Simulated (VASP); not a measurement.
# ZnO: single point with LDA

ZnO:

```
Zn O
1.0
     3.26019    0.00000    0.00000
    -1.63010    2.82341    0.00000
     0.00000    0.00000    5.22109
Zn O
2 2
Direct
  0.33333 0.66667 0.00000
  0.66667 0.33333 0.50000
  0.33333 0.66667 0.38210
  0.66667 0.33333 0.88210
```

| Item | Value |
| --- | --- |
| Program | VASP 6.6.1 |
| Task | single point |
| Functional | LDA |
| Potentials or basis | VASP PAW LDA potentials, release 64 (Zn, O) |
| Cutoff | 520 eV |
| k mesh | 11 × 11 × 6 |
| Occupations | fermi-dirac, width 0.02 eV |
| Spin | no spin polarisation |

```yaml
Pressure: -7.3 GPa
Largest_force: 0.041 eV/Å
Band_gap_on_the_k_mesh: 0.73 eV
```

Forces in eV/Å, atoms in the order of the input:
```
Zn   0.000  0.000  0.041
Zn   0.000  0.000  0.041
O    0.000  0.000 -0.041
O    0.000  0.000 -0.041
```

Stress tensor (GPa, compression positive):
```
-7.55  0.00  0.00
 0.00 -7.55  0.00
 0.00  0.00 -6.89
```

Levels at points of the mesh, in eV from the valence-band top:
```
           k point  band 16  band 17  band 18  band 19  band 20  band 21
(0.00, 0.00, 0.00)    -0.09     0.00     0.00     0.73     5.03     8.08
(0.00, 0.00, 0.50)    -0.39    -0.39    -0.39     3.37     3.37     9.86
```

Wall time 36 s on 1 thread of AMD EPYC 9R45 96-Core Processor (Zen 5) (shared host), peak memory 0.16 GiB.

Caveat: the cell stands under tension.
